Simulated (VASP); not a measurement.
Write the native input for VASP 6.6.1 that does the following.

```yaml
Task: single point
Functional: PBEsol
Potentials_or_basis: VASP PAW PBE potentials, release 64 (Ir)
Cutoff: 520 eV
k_mesh: 16 × 16 × 16
Occupations: gaussian, width 0.1 eV
Spin: no spin polarisation
Dipole_correction: no
Further_INCAR_settings: ALGO = Fast; EDIFF = 1e-06; NBANDS = 10
```

The structure of Ir lies in POSCAR:

```
Ir
1.0
   -0.0921456000      1.8959917050      1.9009445310
    1.9692282600     -0.0810881280      1.8898870590
    1.9461918600      1.8618978330     -0.0580517280
Ir
1
Direct
    0.0000000000      0.0000000000      0.0000000000
```

This cell differs from its parent crystal: the cell strained at random.

These files were run (other wordings do the same):

INCAR

```
ALGO = Fast
EDIFF = 1E-6
ENCUT = 520
GGA = PS
ISIF = 2
ISMEAR = 0
LASPH = T
LCHARG = T
LELF = T
LREAL = F
LVHAR = T
LWAVE = F
NBANDS = 10
NELM = 80
PREC = Accurate
SIGMA = 0.1
```

KPOINTS

```
k-points
0
Gamma
  16 16 16
```

Potentials or basis: VASP PAW PBE potentials, release 64 (Ir).

Run with:

```console
$ cat potpaw_PBE.64/Ir/POTCAR > POTCAR
$ mpirun -np 1 vasp_std > vasp.out
```

It gave:

| Quantity | Value |
| --- | --- |
| Pressure | -14.6 GPa |

Caveat: the cell differs from its parent crystal (the cell strained at random); the PAW data sets were made with another functional, which shifts forces and pressure a little.

Wall time 4.4 min on 1 thread of Intel Xeon 6975P-C, on a shared host, peak memory 0.42 GiB.
